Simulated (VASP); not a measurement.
# Pt (Im-3m) in VASP: notebook

The runs below take Pt through single point, with PBEsol.

Program: VASP 6.6.1. These are calculated values, not measurements. Logs are shortened: lines on timing, memory, paths and dates and some standing lists are left out, and cuts for length are marked.

## Step 1: The cell of the first run

Symmetry: Im-3m, No. 229, cubic system. The conventional cell has a = 3.120 Å, b = 3.120 Å, c = 3.120 Å, α = 90.00°, β = 90.00°, γ = 90.00°. Pt (site symmetry m-3m) has 14 Pt at 2.70 to 3.12 Å within 3.6 Å.

## Step 2: Single point, PBEsol

INCAR reads:

```
SYSTEM = Pt
ALGO     = Normal         ! electronic algorithm
EDIFF    = 1E-6           ! SCF threshold, eV
ENCUT    = 500            ! plane-wave cutoff, eV
GGA      = PS             ! functional
GGA_COMPAT= .FALSE.      
ISIF     = 2              ! what is computed and relaxed
ISMEAR   = -1             ! smearing method
LASPH    = .TRUE.         ! aspherical terms in the spheres
LCHARG   = .FALSE.        ! write CHGCAR
LREAL    = .FALSE.        ! projectors in reciprocal space
LWAVE    = .FALSE.        ! write WAVECAR
NBANDS   = 11             ! bands
NELM     = 120            ! most SCF steps
PREC     = Accurate       ! precision mode
SIGMA    = 0.1            ! smearing width, eV
```

KPOINTS reads:

```
k-points
0
G
  7 7 7
  0 0 0
```

POSCAR reads:

```
Pt
1.0
   -1.5599279677      1.5599279677      1.5599279677
    1.5599279677     -1.5599279677      1.5599279677
    1.5599279677      1.5599279677     -1.5599279677
Pt
1
Direct
    0.0000000000      0.0000000000      0.0000000000
```

Potentials or basis: VASP PAW PBE potentials, release 64 (Pt).

On the command line:

```sh
$ cat potpaw_PBE.64/Pt/POTCAR > POTCAR
$ mpirun -np 1 vasp_std > vasp.out
```

OUTCAR:

```text
SYSTEM = Pt
   EDIFF = 1E-6
   ENCUT = 500
   GGA = PS
   ISIF = 2
   ISMEAR = -1
   LASPH = .TRUE.
   LREAL = .FALSE.
   NELM = 120
   PREC = Accurate

 ion  position               nearest neighbor table
   1  0.000  0.000  0.000-

  LATTYP: Found a body centered cubic cell.
 ALAT       =     3.1198559354

  Lattice vectors:

 A1 = (  -1.5599279677,   1.5599279677,   1.5599279677)
 A2 = (   1.5599279677,  -1.5599279677,   1.5599279677)
 A3 = (   1.5599279677,   1.5599279677,  -1.5599279677)

Analysis of symmetry for initial positions (statically):
=====================================================================
 Subroutine PRICEL returns:
 Original cell was already a primitive cell.

 Routine SETGRP: Setting up the symmetry group for a
 body centered cubic supercell.

 Subroutine GETGRP returns: Found 48 space group operations
 (whereof 48 operations were pure point group operations)
 out of a pool of 48 trial point group operations.

The static configuration has the point symmetry O_h .

Analysis of symmetry for dynamics (positions and initial velocities):
=====================================================================
 Subroutine PRICEL returns:
 Original cell was already a primitive cell.

 Routine SETGRP: Setting up the symmetry group for a
 body centered cubic supercell.

 Subroutine GETGRP returns: Found 48 space group operations
 (whereof 48 operations were pure point group operations)
 out of a pool of 48 trial point group operations.

The dynamic configuration has the point symmetry O_h .

 Subroutine INISYM returns: Found 48 space group operations
 (whereof 48 operations are pure point group operations),
 and found     1 'primitive' translations

----------------------------------------------------------------------------------------

                                     Primitive cell

  volume of cell :      15.1836

  direct lattice vectors                    reciprocal lattice vectors
    -1.559927968  1.559927968  1.559927968     0.000000000  0.320527621  0.320527621
     1.559927968 -1.559927968  1.559927968     0.320527621  0.000000000  0.320527621
     1.559927968  1.559927968 -1.559927968     0.320527621  0.320527621  0.000000000

  length of vectors
     2.701874496  2.701874496  2.701874496     0.453294508  0.453294508  0.453294508

  position of ions in fractional coordinates (direct lattice)
     0.000000000  0.000000000  0.000000000

  ion indices of the primitive-cell ions
   primitive index   ion index
                 1           1

----------------------------------------------------------------------------------------

 KPOINTS: k-points

Automatic generation of k-mesh.
 Grid dimensions read from file:
 generate k-points for:    7    7    7

 Generating k-lattice:

  Cartesian coordinates                     Fractional coordinates (reciprocal lattice)
     0.000000000  0.045789660  0.045789660     0.142857143  0.000000000  0.000000000
     0.045789660  0.000000000  0.045789660     0.000000000  0.142857143  0.000000000
     0.045789660  0.045789660  0.000000000     0.000000000  0.000000000  0.142857143

  Length of vectors
     0.064756358  0.064756358  0.064756358

  Shift w.r.t. Gamma in fractional coordinates (k-lattice)
     0.000000000  0.000000000  0.000000000

 Subroutine IBZKPT returns following result:
 ===========================================

 Found     20 irreducible k-points:

 Following reciprocal coordinates:
            Coordinates               Weight
  0.000000  0.000000  0.000000      1.000000
  0.142857  0.000000  0.000000     12.000000
  0.285714  0.000000  0.000000     12.000000
  0.428571  0.000000  0.000000     12.000000
  0.142857  0.142857  0.000000     24.000000
  0.285714  0.142857  0.000000     48.000000
[... 12 lines left out ...]
 -0.428571 -0.428571  0.285714      8.000000
 -0.428571  0.428571  0.428571      6.000000
   k-points           NKPTS =     20   k-points in BZ     NKDIM =     20   number of bands    NBANDS=     11
   number of dos      NEDOS =    301   number of ions     NIONS =      1
   total plane-waves  NPLWV =   8000
   dimension x,y,z NGX =    20 NGY =   20 NGZ =   20
   dimension x,y,z NGXF=    40 NGYF=   40 NGZF=   40
   ions per type =               1
   NGX,Y,Z   is equivalent  to a cutoff of  12.31, 12.31, 12.31 a.u.
   NGXF,Y,Z  is equivalent  to a cutoff of  24.61, 24.61, 24.61 a.u.
 SYSTEM =  Pt
   PREC   = accura    normal or accurate (medium, high low for compatibility)
   ISTART =      0    job   : 0-new  1-cont  2-samecut
   ICHARG =      2    charge: 1-file 2-atom 10-const
   ISPIN  =      1    spin polarized calculation?
   LNONCOLLINEAR =      F non collinear calculations
   LSORBIT =      F    spin-orbit coupling
   LASPH  =      T    aspherical Exc in radial PAW
   ENCUT  =  500.0 eV  36.75 Ry    6.06 a.u.   4.93  4.93  4.93*2*pi/ulx,y,z
   NELM   =    120;   NELMIN=  2; NELMDL= -5     # of ELM steps
   EDIFF  = 0.1E-05   stopping-criterion for ELM
   LREAL  =      F    real-space projection
   EDIFFG = 0.1E-04   stopping-criterion for IOM
   NSW    =      0    number of steps for IOM
   IBRION =     -1    ionic relax: 0-MD 1-quasi-New 2-CG
   NFREE  =      0    steps in history (QN), initial steepest desc. (CG)
   ISIF   =      2    stress and relaxation
   ISYM   =      2    0-nonsym 1-usesym 2-fastsym
   POTIM  = 0.5000    time-step for ionic-motion
   TEBEG  =    0.0;   TEEND  =   0.0 temperature during run
   PSTRESS=    0.0 pullay stress
   NELECT =      10.0000    total number of electrons
   NUPDOWN=      -1.0000    fix difference up-down
   EMIN   =  10.00;   EMAX   =-10.00  energy-range for DOS
   EFERMI =   0.00;   METHOD = LEGACY
   ISMEAR =    -1;   SIGMA  =   0.10  broadening in eV -4-tet -1-fermi 0-gaus
   EFERMI_NEDOS =   21; number of points for ismear=-14 and -15
   IALGO  =     38    algorithm
   IMIX   =      4    mixing-type and parameters
     AMIX     =   0.40;   BMIX     =  1.00
     AMIX_MAG =   1.60;   BMIX_MAG =  1.00
  volume/ion in A,a.u.               =      15.18       102.46
  Fermi-wavevector in a.u.,A,eV,Ry     =   1.424351  2.691633 27.603161  2.028775
  Thomas-Fermi vector in A             =   2.544851
   LORBIT       =      0    0 simple, 1 ext, 2 COOP (PROOUT), +10 PAW based schemes
   GGA     = PS    functional components
   LHFCALC =     F    Hartree Fock is set to
   AEXX    =    0.0000 exact exchange contribution
   IVDW    =     0    specifies the selected vdW correction
   LEPSILON=     F    determine dielectric tensor
   LRPA    =     F    only Hartree local field effects (RPA)
 non-spin polarized calculation
  energy-cutoff  :      500.00
  volume of cell :       15.18
 maximum number of plane-waves:       394
   NGX =  9   NGY =  9   NGZ =  9

 number of electron      10.0000000 magnetization

 number of electron       9.9999997 magnetization

 Free energy of the ion-electron system (eV)
  ---------------------------------------------------
  ext. energy  EPLUGINS =         0.00000000
  ---------------------------------------------------
  free energy    TOTEN  =        -6.90098387 eV

  energy without entropy =       -6.87445443  energy(sigma->0) =       -6.88771915

 E-fermi :  10.7957     XC(G=0): -13.5840

 val. band max:       10.7058603415   @ k =  -0.4286  -0.4286   0.2857
 cond. band min:      10.9041080413   @ k =  -0.4286  -0.4286   0.1429
 fundamental gap:      0.1982476998
 Fermi energy:        10.7957493701

 k-point     1 :       0.0000    0.0000    0.0000
  band No.  band energies     occupation
      1       0.7594      2.00000
      2       7.0130      2.00000
      3       7.0130      2.00000
      4       7.0130      2.00000
      5       9.6876      1.99997
      6       9.6877      1.99997
      7      27.8154      0.00000
      8      27.8154      0.00000
      9      27.8154      0.00000
     10      38.3337      0.00000
     11      38.3337      0.00000

 k-point     2 :       0.1429    0.0000    0.0000
  band No.  band energies     occupation
      1       1.5894      2.00000
      2       6.6899      2.00000
      3       6.9901      2.00000
      4       7.7040      2.00000
      5       9.3442      2.00000
      6       9.7157      1.99996
      7      27.9940      0.00000
      8      28.1403      0.00000
      9      29.0676      0.00000
     10      34.1115      0.00000
     11      34.3193      0.00000

 k-point     3 :       0.2857    0.0000    0.0000
  band No.  band energies     occupation
      1       3.3202      2.00000
      2       6.0325      2.00000
      3       7.2558      2.00000
      4       9.2768      2.00000
      5       9.5388      1.99999
      6       9.8409      1.99986
      7      24.1249      0.00000
      8      26.2327      0.00000
      9      31.5991      0.00000
     10      32.2807      0.00000
     11      34.1354      0.00000

 k-point     4 :       0.4286    0.0000    0.0000
  band No.  band energies     occupation
      1       3.7683      2.00000
      2       5.5596      2.00000
      3       9.3109      2.00000
      4      10.0117      1.99921
      5      10.0670      1.99863
      6      11.5051      0.00166
      7      18.5542      0.00000
      8      24.2657      0.00000
      9      27.5123      0.00000
     10      35.1162      0.00000
     11      35.7279      0.00000
[... 183 lines left out ...]
 k-point    18 :      -0.4286    0.4286    0.2857
  band No.  band energies     occupation
      1       5.0791      2.00000
      2       5.4817      2.00000
      3       8.3030      2.00000
      4       8.8169      2.00000
      5      11.1113      0.08175
      6      14.3489      0.00000
      7      19.8598      0.00000
      8      22.7759      0.00000
      9      27.2619      0.00000
     10      30.2162      0.00000
     11      33.9173      0.00000

 k-point    19 :      -0.4286   -0.4286    0.2857
  band No.  band energies     occupation
      1       4.9653      2.00000
      2       4.9653      2.00000
      3       8.3438      2.00000
      4      10.7059      1.42146
      5      10.7059      1.42144
      6      17.7080      0.00000
      7      18.7814      0.00000
      8      18.7814      0.00000
      9      29.3616      0.00000
     10      30.2979      0.00000
     11      30.2979      0.00000

 k-point    20 :      -0.4286    0.4286    0.4286
  band No.  band energies     occupation
      1       4.4642      2.00000
      2       4.5381      2.00000
      3      10.5855      1.78221
      4      10.5855      1.78220
      5      11.0267      0.18073
      6      16.4421      0.00000
      7      19.6578      0.00000
      8      19.6578      0.00000
      9      25.5726      0.00000
     10      30.1649      0.00000
     11      30.5865      0.00000

------------------------ aborting loop because EDIFF is reached ----------------------------------------

  FORCE on cell =-STRESS in cart. coord.  units (eV):
  Direction    XX          YY          ZZ          XY          YZ          ZX
  --------------------------------------------------------------------------------------
  -------------------------------------------------------------------------------------
  Total       -0.0662732     -0.0662732     -0.0662732      0.0000000      0.0000000     -0.0000000
  in kB       -6.9931831     -6.9931831     -6.9931831      0.0000000      0.0000000     -0.0000000
  external PRESSURE =      -6.9931831 kB  Pullay stress =       0.0000000 kB

 VOLUME and BASIS-vectors are now :
 -----------------------------------------------------------------------------
  energy-cutoff  :      500.00
  volume of cell :       15.18
      direct lattice vectors                 reciprocal lattice vectors
    -1.559927968  1.559927968  1.559927968     0.000000000  0.320527621  0.320527621
     1.559927968 -1.559927968  1.559927968     0.320527621  0.000000000  0.320527621
     1.559927968  1.559927968 -1.559927968     0.320527621  0.320527621  0.000000000

 POSITION                                       TOTAL-FORCE (eV/Angst)
 -----------------------------------------------------------------------------------
      0.00000      0.00000      0.00000        -0.000000      0.000000     -0.000000
 -----------------------------------------------------------------------------------
    total drift:                                0.000000      0.000000      0.000000

  FREE ENERGIE OF THE ION-ELECTRON SYSTEM (eV)
  ---------------------------------------------------
  free  energy   TOTEN  =        -6.9009838748 eV

  energy  without entropy=       -6.8744544254  energy(sigma->0) =       -6.88771915
```

Wall time 1.8 s (1 thread of Intel Xeon 6975P-C (Granite Rapids), shared host); peak memory 0.12 GiB.

Results:

```yaml
Free_energy: -6.9010 eV
Pressure: -0.7 GPa
Band_gap_on_the_k_mesh: zero (band 5 reaches 11.38 eV, above the bottom of band 6 at 9.69 eV)
```

Levels at points of the mesh, in eV from the Fermi level:
```csv
k point,band 3,band 4,band 5,band 6,band 7,band 8
"(0.00, 0.00, 0.00)",-3.78,-3.78,-1.11,-1.11,17.02,17.02
```

Caveat: the k points lie up to 0.41 Å⁻¹ apart; the PAW data sets were made with another functional, which shifts forces and pressure a little; spin-orbit coupling is left out, which moves the levels of the heavy elements.

## Step 3: Single point, PBEsol

INCAR reads:

```
PREC = Accurate
ENCUT = 500
EDIFF = 1E-6
ISMEAR = -1
SIGMA = 0.1
LREAL = F
LASPH = T
NELM = 120
ALGO = Normal
ISIF = 2
LWAVE = F
LCHARG = F
GGA = PS
NBANDS = 11
GGA_COMPAT = F
```

KPOINTS reads:

```
regular mesh
0
Gamma
  7 7 7
```

POSCAR reads:

```
Pt
1.0
   -1.5598302423      1.5598302423      1.5598302423
    1.5598302423     -1.5598302423      1.5598302423
    1.5598302423      1.5598302423     -1.5598302423
Pt
1
Direct
    0.0000000000      0.0000000000      0.0000000000
```

Potentials or basis: VASP PAW PBE potentials, release 64 (Pt).

On the command line:

```sh
$ cat potpaw_PBE.64/Pt/POTCAR > POTCAR
$ mpirun -np 1 vasp_std > vasp.out
```

It took 1.8 s on 1 thread of Intel Xeon 6975P-C (Granite Rapids), shared host; peak memory 0.12 GiB.

It converged, with:

```
Free energy            : -6.9010 eV
Pressure               : -0.6 GPa
Band gap on the k mesh : zero (band 5 reaches 11.38 eV, above the bottom of band 6 at 9.69 eV)
```

Levels at points of the mesh, in eV from the Fermi level:
```
           k point  band 1  band 2  band 3  band 4  band 5  band 6  band 7  band 8  band 9  band 10
(0.00, 0.00, 0.00)  -10.04   -3.78   -3.78   -3.78   -1.11   -1.11   17.02   17.02   17.02    27.54
```

Caveat: the k points lie up to 0.41 Å⁻¹ apart; the PAW data sets were made with another functional, which shifts forces and pressure a little; spin-orbit coupling is left out, which moves the levels of the heavy elements.

## Step 4: Single point, PBEsol

INCAR reads:

```
PREC = Accurate ; ENCUT = 500
EDIFF = 1E-6 ; ISMEAR = -1
SIGMA = 0.1 ; LREAL = False
LASPH = True ; NELM = 120
ALGO = Normal ; ISIF = 2
LWAVE = False ; LCHARG = True
GGA = PS ; LELF = True
LVHAR = True ; NBANDS = 11
GGA_COMPAT = False
```

KPOINTS is that of step 3.

POSCAR reads:

```
Pt
1.0
   -1.5597076193      1.5597076193      1.5597076193
    1.5597076193     -1.5597076193      1.5597076193
    1.5597076193      1.5597076193     -1.5597076193
Pt
1
Direct
    0.0000000000      0.0000000000      0.0000000000
```

Potentials or basis: VASP PAW PBE potentials, release 64 (Pt).

On the command line:

```sh
$ cat potpaw_PBE.64/Pt/POTCAR > POTCAR
$ mpirun -np 1 vasp_std > vasp.out
```

OUTCAR:

```text
PREC = Accurate
   ENCUT = 500
   EDIFF = 1E-6
   ISMEAR = -1
   LREAL = False
   LASPH = True
   NELM = 120
   ISIF = 2
   GGA = PS

 ion  position               nearest neighbor table
   1  0.000  0.000  0.000-

  LATTYP: Found a body centered cubic cell.
 ALAT       =     3.1194152386

  Lattice vectors:

 A1 = (  -1.5597076193,   1.5597076193,   1.5597076193)
 A2 = (   1.5597076193,  -1.5597076193,   1.5597076193)
 A3 = (   1.5597076193,   1.5597076193,  -1.5597076193)

Analysis of symmetry for initial positions (statically):
=====================================================================
 Subroutine PRICEL returns:
 Original cell was already a primitive cell.

 Routine SETGRP: Setting up the symmetry group for a
 body centered cubic supercell.

 Subroutine GETGRP returns: Found 48 space group operations
 (whereof 48 operations were pure point group operations)
 out of a pool of 48 trial point group operations.

The static configuration has the point symmetry O_h .

Analysis of symmetry for dynamics (positions and initial velocities):
[... 157 lines left out ...]
 fundamental gap:      0.1984164833
 Fermi energy:        10.8037167947

 k-point     1 :       0.0000    0.0000    0.0000
  band No.  band energies     occupation
      1       0.7627      2.00000
      2       7.0185      2.00000
      3       7.0185      2.00000
      4       7.0185      2.00000
      5       9.6948      1.99997
      6       9.6948      1.99997
      7      27.8230      0.00000
      8      27.8230      0.00000
      9      27.8230      0.00000
     10      38.3468      0.00000
     11      38.3468      0.00000
[... 253 lines left out ...]
 k-point    20 :      -0.4286    0.4286    0.4286
  band No.  band energies     occupation
      1       4.4678      2.00000
      2       4.5417      2.00000
      3      10.5933      1.78253
      4      10.5934      1.78251
      5      11.0349      0.18033
      6      16.4510      0.00000
      7      19.6675      0.00000
      8      19.6675      0.00000
      9      25.5869      0.00000
     10      30.1789      0.00000
     11      30.5999      0.00000

------------------------ aborting loop because EDIFF is reached ----------------------------------------

  FORCE on cell =-STRESS in cart. coord.  units (eV):
  Direction    XX          YY          ZZ          XY          YZ          ZX
  --------------------------------------------------------------------------------------
  -------------------------------------------------------------------------------------
  Total       -0.0550462     -0.0550462     -0.0550462      0.0000000      0.0000000     -0.0000000
  in kB       -5.8109628     -5.8109628     -5.8109628      0.0000000      0.0000000     -0.0000000
  external PRESSURE =      -5.8109628 kB  Pullay stress =       0.0000000 kB

 VOLUME and BASIS-vectors are now :
 -----------------------------------------------------------------------------
  energy-cutoff  :      500.00
  volume of cell :       15.18
      direct lattice vectors                 reciprocal lattice vectors
    -1.559707619  1.559707619  1.559707619     0.000000000  0.320572903  0.320572903
     1.559707619 -1.559707619  1.559707619     0.320572903  0.000000000  0.320572903
     1.559707619  1.559707619 -1.559707619     0.320572903  0.320572903  0.000000000

 POSITION                                       TOTAL-FORCE (eV/Angst)
 -----------------------------------------------------------------------------------
      0.00000      0.00000      0.00000        -0.000000      0.000000     -0.000000
 -----------------------------------------------------------------------------------
    total drift:                                0.000000     -0.000000      0.000000

  FREE ENERGIE OF THE ION-ELECTRON SYSTEM (eV)
  ---------------------------------------------------
  free  energy   TOTEN  =        -6.9010099670 eV

  energy  without entropy=       -6.8745063249  energy(sigma->0) =       -6.88775815
```

Wall time 1.9 s (1 thread of Intel Xeon 6975P-C (Granite Rapids), shared host); peak memory 0.12 GiB.

Results:

```yaml
Free_energy: -6.9010 eV
Pressure: -0.6 GPa
Band_gap_on_the_k_mesh: zero (band 5 reaches 11.39 eV, above the bottom of band 6 at 9.69 eV)
```

Levels at points of the mesh, in eV from the Fermi level:
| k point | band 1 | band 2 | band 3 | band 4 | band 5 | band 6 | band 7 | band 8 | band 9 | band 10 |
| --- | --- | --- | --- | --- | --- | --- | --- | --- | --- | --- |
| (0.00, 0.00, 0.00) | -10.04 | -3.79 | -3.79 | -3.79 | -1.11 | -1.11 | 17.02 | 17.02 | 17.02 | 27.54 |

Caveat: the k points lie up to 0.41 Å⁻¹ apart; the PAW data sets were made with another functional, which shifts forces and pressure a little; spin-orbit coupling is left out, which moves the levels of the heavy elements.
